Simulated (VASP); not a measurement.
# Al3InN4 (P-4m2) in VASP: notebook

The runs below take Al3InN4 through single point, with PBE.

Everything below comes from runs of VASP 6.6.1. Logs are shortened: lines on timing, memory, paths and dates and some standing lists are left out, and cuts for length are marked.

## (1) The cell of the first run

It takes space group P-4m2 (No. 115, tetragonal). The conventional cell has a = 3.221 Å, b = 3.221 Å, c = 9.139 Å, α = 90.00°, β = 90.00°, γ = 90.00°. Al (site symmetry 2mm) has 4 N at 1.91 to 1.93 Å within 2.5 Å. Within 2.6 Å of Al (site symmetry -4m2) lie 4 N at 1.93 Å. Within 2.8 Å of In (site symmetry -4m2) lie 4 N at 2.15 Å. Within 2.5 Å of N (site symmetry 2mm) lie 2 Al at 1.91 Å and 2 In at 2.15 Å. Within 2.6 Å of N (site symmetry 2mm) lie 4 Al at 1.93 Å.

## (2) Single point, PBE

INCAR reads:

```
PREC = Accurate
ENCUT = 520
EDIFF = 1E-7
ISMEAR = 0
SIGMA = 0.1
LREAL = F
LASPH = T
NELM = 80
ALGO = Normal
ISIF = 2
LWAVE = F
LCHARG = T
GGA = PE
LELF = T
LVHAR = T
NBANDS = 31
```

KPOINTS reads:

```
regular mesh
0
Gamma
  6 6 2
```

POSCAR reads:

```
Al3InN4
1.0
    3.2207797000      0.0000000000      0.0000000000
    0.0000000000      3.2207797000      0.0000000000
    0.0000000000      0.0000000000      9.1391113000
Al In N
3 1 4
Direct
    0.0000000000      0.0000000000      0.7315420000
    0.0000000000      0.0000000000      0.2684580000
    0.5000000000      0.5000000000      0.5000000000
    0.5000000000      0.5000000000      0.0000000000
    0.5000000000      0.0000000000      0.8445710000
    0.0000000000      0.5000000000      0.1554290000
    0.5000000000      0.0000000000      0.3843440000
    0.0000000000      0.5000000000      0.6156560000
```

Potentials or basis: VASP PAW PBE potentials, release 64 (Al, In_d, N).

Command:

```
cat potpaw_PBE.64/Al/POTCAR potpaw_PBE.64/In_d/POTCAR potpaw_PBE.64/N/POTCAR > POTCAR
mpirun -np 1 vasp_std > vasp.out
```

OUTCAR:

```text
PREC = Accurate
   ENCUT = 520
   EDIFF = 1E-7
   ISMEAR = 0
   LREAL = F
   LASPH = T
   NELM = 80
   ISIF = 2
   GGA = PE

 ion  position               nearest neighbor table
   1  0.000  0.000  0.732-   5 1.91   5 1.91   8 1.93   8 1.93   3 3.11   3 3.11   3 3.11   3 3.11
                             4 3.35   4 3.35   4 3.35   4 3.35
   2  0.000  0.000  0.268-   6 1.91   6 1.91   7 1.93   7 1.93   3 3.11   3 3.11   3 3.11   3 3.11
                             4 3.35   4 3.35   4 3.35   4 3.35
   3  0.500  0.500  0.500-   7 1.93   8 1.93   7 1.93   8 1.93   1 3.11   2 3.11   1 3.11   1 3.11
                             2 3.11   2 3.11   1 3.11   2 3.11
   4  0.500  0.500  0.000-   5 2.15   6 2.15   5 2.15   6 2.15   1 3.35   2 3.35   1 3.35   1 3.35
                             2 3.35   2 3.35   1 3.35   2 3.35
   5  0.500  0.000  0.845-   1 1.91   1 1.91   4 2.15   4 2.15
   6  0.000  0.500  0.155-   2 1.91   2 1.91   4 2.15   4 2.15
   7  0.500  0.000  0.384-   3 1.93   3 1.93   2 1.93   2 1.93
   8  0.000  0.500  0.616-   3 1.93   3 1.93   1 1.93   1 1.93

  LATTYP: Found a simple tetragonal cell.
 ALAT       =     3.2207797000
 C/A-ratio  =     2.8375462314

  Lattice vectors:

 A1 = (   3.2207797000,   0.0000000000,   0.0000000000)
 A2 = (   0.0000000000,   3.2207797000,   0.0000000000)
 A3 = (   0.0000000000,   0.0000000000,   9.1391113000)

Analysis of symmetry for initial positions (statically):
=====================================================================
 Subroutine PRICEL returns:
 Original cell was already a primitive cell.

 Routine SETGRP: Setting up the symmetry group for a
 simple tetragonal supercell.

 Subroutine GETGRP returns: Found  8 space group operations
 (whereof  8 operations were pure point group operations)
 out of a pool of 16 trial point group operations.

The static configuration has the point symmetry D_2d.

Analysis of symmetry for dynamics (positions and initial velocities):
=====================================================================
 Subroutine PRICEL returns:
 Original cell was already a primitive cell.

 Routine SETGRP: Setting up the symmetry group for a
 simple tetragonal supercell.

 Subroutine GETGRP returns: Found  8 space group operations
 (whereof  8 operations were pure point group operations)
 out of a pool of 16 trial point group operations.

The dynamic configuration has the point symmetry D_2d.

 Subroutine INISYM returns: Found  8 space group operations
 (whereof  8 operations are pure point group operations),
 and found     1 'primitive' translations

----------------------------------------------------------------------------------------

                                     Primitive cell

  volume of cell :      94.8039

  direct lattice vectors                    reciprocal lattice vectors
     3.220779700  0.000000000  0.000000000     0.310483825  0.000000000  0.000000000
     0.000000000  3.220779700  0.000000000     0.000000000  0.310483825  0.000000000
     0.000000000  0.000000000  9.139111300     0.000000000  0.000000000  0.109419829

  length of vectors
     3.220779700  3.220779700  9.139111300     0.310483825  0.310483825  0.109419829

  position of ions in fractional coordinates (direct lattice)
     0.000000000  0.000000000  0.731542000
     0.000000000  0.000000000  0.268458000
     0.500000000  0.500000000  0.500000000
     0.500000000  0.500000000  0.000000000
     0.500000000  0.000000000  0.844571000
     0.000000000  0.500000000  0.155429000
     0.500000000  0.000000000  0.384344000
     0.000000000  0.500000000  0.615656000

  ion indices of the primitive-cell ions
   primitive index   ion index
                 1           1
                 2           2
                 3           3
                 4           4
                 5           5
                 6           6
                 7           7
                 8           8

----------------------------------------------------------------------------------------

 KPOINTS: regular mesh

Automatic generation of k-mesh.
 Grid dimensions read from file:
 generate k-points for:    6    6    2

 Generating k-lattice:

  Cartesian coordinates                     Fractional coordinates (reciprocal lattice)
     0.051747304  0.000000000  0.000000000     0.166666667  0.000000000  0.000000000
     0.000000000  0.051747304  0.000000000     0.000000000  0.166666667  0.000000000
     0.000000000  0.000000000  0.054709915     0.000000000  0.000000000  0.500000000

  Length of vectors
     0.051747304  0.051747304  0.054709915

  Shift w.r.t. Gamma in fractional coordinates (k-lattice)
     0.000000000  0.000000000  0.000000000

 Subroutine IBZKPT returns following result:
 ===========================================

 Found     20 irreducible k-points:

 Following reciprocal coordinates:
            Coordinates               Weight
  0.000000  0.000000  0.000000      1.000000
  0.166667  0.000000  0.000000      4.000000
  0.333333  0.000000  0.000000      4.000000
  0.500000  0.000000  0.000000      2.000000
  0.166667  0.166667  0.000000      4.000000
  0.333333  0.166667  0.000000      8.000000
[... 12 lines left out ...]
  0.500000  0.333333  0.500000      4.000000
  0.500000  0.500000  0.500000      1.000000
   k-points           NKPTS =     20   k-points in BZ     NKDIM =     20   number of bands    NBANDS=     31
   number of dos      NEDOS =    301   number of ions     NIONS =      8
   total plane-waves  NPLWV =  40320
   dimension x,y,z NGX =    24 NGY =   24 NGZ =   70
   dimension x,y,z NGXF=    48 NGYF=   48 NGZF=  140
   ions per type =               3   1   4
   NGX,Y,Z   is equivalent  to a cutoff of  12.39, 12.39, 12.73 a.u.
   NGXF,Y,Z  is equivalent  to a cutoff of  24.78, 24.78, 25.47 a.u.
 SYSTEM =  unknown system
   PREC   = accura    normal or accurate (medium, high low for compatibility)
   ISTART =      0    job   : 0-new  1-cont  2-samecut
   ICHARG =      2    charge: 1-file 2-atom 10-const
   ISPIN  =      1    spin polarized calculation?
   LNONCOLLINEAR =      F non collinear calculations
   LSORBIT =      F    spin-orbit coupling
   LASPH  =      T    aspherical Exc in radial PAW
   ENCUT  =  520.0 eV  38.22 Ry    6.18 a.u.   5.99  5.99 16.99*2*pi/ulx,y,z
   NELM   =     80;   NELMIN=  2; NELMDL= -5     # of ELM steps
   EDIFF  = 0.1E-06   stopping-criterion for ELM
   LREAL  =      F    real-space projection
   EDIFFG = 0.1E-05   stopping-criterion for IOM
   NSW    =      0    number of steps for IOM
   IBRION =     -1    ionic relax: 0-MD 1-quasi-New 2-CG
   NFREE  =      0    steps in history (QN), initial steepest desc. (CG)
   ISIF   =      2    stress and relaxation
   ISYM   =      2    0-nonsym 1-usesym 2-fastsym
   POTIM  = 0.5000    time-step for ionic-motion
   TEBEG  =    0.0;   TEEND  =   0.0 temperature during run
   PSTRESS=    0.0 pullay stress
   NELECT =      42.0000    total number of electrons
   NUPDOWN=      -1.0000    fix difference up-down
   EMIN   =  10.00;   EMAX   =-10.00  energy-range for DOS
[... 5 lines left out ...]
     AMIX     =   0.40;   BMIX     =  1.00
     AMIX_MAG =   1.60;   BMIX_MAG =  1.00
  volume/ion in A,a.u.               =      11.85        79.97
  Fermi-wavevector in a.u.,A,eV,Ry     =   1.248004  2.358385 21.191259  1.557514
  Thomas-Fermi vector in A             =   2.382110
   LORBIT       =      0    0 simple, 1 ext, 2 COOP (PROOUT), +10 PAW based schemes
   GGA     = PE    functional components
   LHFCALC =     F    Hartree Fock is set to
   AEXX    =    0.0000 exact exchange contribution
   IVDW    =     0    specifies the selected vdW correction
   LEPSILON=     F    determine dielectric tensor
   LRPA    =     F    only Hartree local field effects (RPA)
 non-spin polarized calculation
 Gauss-broadening in eV      SIGMA  =   0.10
  energy-cutoff  :      520.00
  volume of cell :       94.80
 maximum number of plane-waves:      2588
 NGX is ok and might be reduce to    24
   NGX = 11   NGY = 11   NGZ = 33

 number of electron      41.9999998 magnetization

 Free energy of the ion-electron system (eV)
  ---------------------------------------------------
  ext. energy  EPLUGINS =         0.00000000
  ---------------------------------------------------
  free energy    TOTEN  =       -54.82368507 eV

  energy without entropy =      -54.82368507  energy(sigma->0) =      -54.82368507

 E-fermi :   6.7470     XC(G=0): -10.8323

 val. band max:        6.2740282414   @ k =   0.0000   0.0000   0.0000
 cond. band min:       8.2137167597   @ k =   0.0000   0.0000   0.0000
 fundamental gap:      1.9396885183
 Fermi energy:         6.7470154720

 k-point     1 :       0.0000    0.0000    0.0000
  band No.  band energies     occupation
      1      -8.7360      2.00000
      2      -8.3541      2.00000
      3      -7.5812      2.00000
      4      -7.1178      2.00000
      5      -6.7277      2.00000
      6      -6.7157      2.00000
[... 23 lines left out ...]
     30      17.0290      0.00000
     31      17.0290      0.00000

 k-point     2 :       0.1667    0.0000    0.0000
  band No.  band energies     occupation
      1      -8.5330      2.00000
      2      -8.2870      2.00000
      3      -7.5548      2.00000
      4      -7.0131      2.00000
      5      -6.7505      2.00000
      6      -6.7077      2.00000
[... 23 lines left out ...]
     30      17.1822      0.00000
     31      17.4274      0.00000

 k-point     3 :       0.3333    0.0000    0.0000
  band No.  band energies     occupation
      1      -8.2673      2.00000
      2      -8.0133      2.00000
      3      -7.4360      2.00000
      4      -6.8212      2.00000
      5      -6.7195      2.00000
      6      -6.6930      2.00000
[... 567 lines left out ...]
     30      16.9229      0.00000
     31      17.0450      0.00000

 k-point    20 :       0.5000    0.5000    0.5000
  band No.  band energies     occupation
      1      -7.9781      2.00000
      2      -7.9781      2.00000
      3      -6.9716      2.00000
      4      -6.5162      2.00000
      5      -6.4791      2.00000
      6      -6.3659      2.00000
[... 23 lines left out ...]
     30      16.8115      0.00000
     31      16.8115      0.00000

------------------------ aborting loop because EDIFF is reached ----------------------------------------

  FORCE on cell =-STRESS in cart. coord.  units (eV):
  Direction    XX          YY          ZZ          XY          YZ          ZX
  --------------------------------------------------------------------------------------
  -------------------------------------------------------------------------------------
  Total       -0.0935962     -0.0935962     -0.0682109      0.0000000     -0.0000000      0.0000000
  in kB       -1.5817681     -1.5817681     -1.1527593      0.0000000     -0.0000000      0.0000000
  external PRESSURE =      -1.4387652 kB  Pullay stress =       0.0000000 kB

 VOLUME and BASIS-vectors are now :
 -----------------------------------------------------------------------------
  energy-cutoff  :      520.00
  volume of cell :       94.80
      direct lattice vectors                 reciprocal lattice vectors
     3.220779700  0.000000000  0.000000000     0.310483825  0.000000000  0.000000000
     0.000000000  3.220779700  0.000000000     0.000000000  0.310483825  0.000000000
     0.000000000  0.000000000  9.139111300     0.000000000  0.000000000  0.109419829

 POSITION                                       TOTAL-FORCE (eV/Angst)
 -----------------------------------------------------------------------------------
      0.00000      0.00000      6.68564         0.000000     -0.000000      0.003683
      0.00000      0.00000      2.45347         0.000000     -0.000000     -0.003683
      1.61039      1.61039      4.56956         0.000000     -0.000000      0.000000
      1.61039      1.61039      0.00000         0.000000      0.000000      0.000000
      1.61039      0.00000      7.71863         0.000000     -0.000000     -0.037486
      0.00000      1.61039      1.42048         0.000000     -0.000000      0.037486
      1.61039      0.00000      3.51256         0.000000     -0.000000      0.000360
      0.00000      1.61039      5.62655         0.000000     -0.000000     -0.000360
 -----------------------------------------------------------------------------------
    total drift:                                0.000000     -0.000000     -0.000000

  FREE ENERGIE OF THE ION-ELECTRON SYSTEM (eV)
  ---------------------------------------------------
  free  energy   TOTEN  =       -54.8236850709 eV

  energy  without entropy=      -54.8236850709  energy(sigma->0) =      -54.82368507
```

It took 25 s on 1 thread of Intel Xeon 6975P-C (Granite Rapids), shared host; peak memory 0.21 GiB.

Results:

```
Free energy            : -54.8237 eV
Pressure               : -0.1 GPa
Largest force          : 0.037 eV/Å
Band gap on the k mesh : 1.94 eV, direct
```

Forces on the atoms (eV/Å):
```
Al   0.000  0.000  0.004
Al   0.000  0.000 -0.004
Al   0.000  0.000  0.000
In   0.000  0.000  0.000
N    0.000  0.000 -0.037
N    0.000  0.000  0.037
N    0.000  0.000  0.000
N    0.000  0.000  0.000
```

Levels at points of the mesh, in eV from the valence-band top:
```tsv
k point	band 19	band 20	band 21	band 22	band 23	band 24
(0.00, 0.00, 0.00)	-0.56	0.00	0.00	1.94	3.42	5.00
(0.50, 0.00, 0.00)	-0.84	-0.70	-0.07	4.45	4.79	6.80
(0.50, 0.50, 0.00)	-2.03	-2.03	-1.87	2.97	2.97	5.76
(0.00, 0.00, 0.50)	-0.83	-0.11	-0.11	2.78	3.69	3.84
(0.50, 0.00, 0.50)	-1.17	-1.16	-0.07	4.64	4.95	6.84
(0.50, 0.50, 0.50)	-2.44	-2.44	-2.35	4.05	4.05	4.34
```

Caveat: spin-orbit coupling is left out, which moves the levels of the heavy elements. PBE gaps usually lie below the measured ones, often by a third to a half.

## (3) Single point, PBE

INCAR reads:

```
SYSTEM = Al3InN4
PREC = Accurate
ENCUT = 520
EDIFF = 1E-7
ISMEAR = 0
SIGMA = 0.02
LREAL = .FALSE.
LASPH = .TRUE.
NELM = 80
ALGO = Normal
ISIF = 2
LWAVE = .FALSE.
LCHARG = .FALSE.
GGA = PE
NBANDS = 31
```

KPOINTS reads:

```
regular mesh
0
G
  8 8 4
  0 0 0
```

POSCAR is that of step 2.

Potentials or basis: VASP PAW PBE potentials, release 64 (Al, In_d, N).

Command:

```
cat potpaw_PBE.64/Al/POTCAR potpaw_PBE.64/In_d/POTCAR potpaw_PBE.64/N/POTCAR > POTCAR
mpirun -np 1 vasp_std > vasp.out
```

It took 51 s on 1 thread of Intel Xeon 6975P-C (Granite Rapids), shared host; peak memory 0.25 GiB.

Results (log left out):

```yaml
Free_energy: -54.8267 eV
Pressure: -0.1 GPa
Largest_force: 0.036 eV/Å
Band_gap_on_the_k_mesh: 1.94 eV, direct
```

Forces in eV/Å, atoms in the order of the input:
```
Al   0.000  0.000  0.003
Al   0.000  0.000 -0.003
Al   0.000  0.000  0.000
In   0.000  0.000  0.000
N    0.000  0.000 -0.036
N    0.000  0.000  0.036
N    0.000  0.000  0.001
N    0.000  0.000 -0.001
```

Levels at points of the mesh, in eV from the valence-band top:
```csv
k point,band 18,band 19,band 20,band 21,band 22,band 23,band 24,band 25
"(0.00, 0.00, 0.00)",-1.13,-0.56,0.00,0.00,1.94,3.42,5.00,5.05
"(0.50, 0.00, 0.00)",-1.16,-0.84,-0.70,-0.07,4.46,4.79,6.80,7.41
"(0.50, 0.50, 0.00)",-2.23,-2.03,-2.03,-1.87,2.97,2.97,5.76,5.76
"(0.00, 0.00, 0.50)",-0.83,-0.83,-0.11,-0.11,2.78,3.69,3.84,4.86
"(0.50, 0.00, 0.50)",-1.20,-1.17,-1.16,-0.07,4.64,4.95,6.84,7.06
"(0.50, 0.50, 0.50)",-2.48,-2.44,-2.44,-2.35,4.05,4.05,4.35,4.35
```

Caveat: spin-orbit coupling is left out, which moves the levels of the heavy elements. PBE gaps usually lie below the measured ones, often by a third to a half.
